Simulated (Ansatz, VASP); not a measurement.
## Pb in VASP and in Ansatz

```xyz
2
Lattice="3.3904 0.0000 0.0000 -1.6952 2.9362 0.0000 0.0000 0.0000 5.5671" Properties=species:S:1:pos:R:3 pbc="T T T"
Pb    0.0000    1.9574    1.3918
Pb    1.6952    0.9787    4.1753
```

Alike in both runs: task single point; functional LDA; k mesh 12 × 12 × 7; occupations fermi-dirac, width 0.1 eV; no spin polarisation.

|  | VASP | Ansatz |
| --- | --- | --- |
| version | VASP 6.6.1 | Ansatz 0.2.0 |
| potentials or method | VASP PAW LDA potentials, release 64 (Pb_d), cutoff 520 eV | plane waves (420 eV) with PAW, scalar-relativistic |
| valence electrons in the cell | 28 | 28 |

|  | VASP | Ansatz | Ansatz less VASP |
| --- | --- | --- | --- |
| pressure (GPa) | 2.7 | 2.6 | -0.08 |

Ansatz warns that its potentials were made for another functional, while VASP's fit it. LDA's correlation is that of Perdew and Zunger in VASP and of Perdew and Wang (1992) in Ansatz.

Neither program's run includes spin-orbit coupling.
